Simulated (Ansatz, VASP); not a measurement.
## Si4N in VASP and in Ansatz

```
CELL_PARAMETERS angstrom
3.82088 0.00000 0.00000
-1.91044 3.30898 0.00000
0.00000 0.00000 7.50152
ATOMIC_POSITIONS crystal
Si 0.00000 0.00000 0.78065
Si 0.00000 0.00000 0.21935
Si 0.33333 0.66667 0.34434
Si 0.33333 0.66667 0.65566
N 0.00000 0.00000 0.00000
```

Alike in both runs: functional PBE; k mesh 12 × 12 × 4; occupations gaussian, width 0.1 eV; no spin polarisation.

Ansatz relaxed the structure, and its values are those at the end. VASP's run is a single point on that final structure, the one shown.

```csv
,VASP,Ansatz
version,VASP 6.6.1,Ansatz 0.2.0
potentials or method,"VASP PAW PBE potentials, release 64 (Si, N), cutoff 520 eV","scalar-relativistic, plane waves, PAW"
valence electrons in the cell,21,21
```

Ansatz gave:

| Quantity | Value |
| --- | --- |
| gap on the k mesh at the Fermi level (eV) | none |
| pressure (GPa) | 0.0 |
| rms of the force components (eV/Å) | 0.002 |

Q: What did VASP give for the same quantities?

A: gap on the k mesh at the Fermi level (eV): none; pressure (GPa): -0.1; rms of the force components (eV/Å): 0.009.

A gap of «none» marks a metal or a gap that the smearing closes. The functional is the same, so the differences come from potentials, cutoffs and numerics.
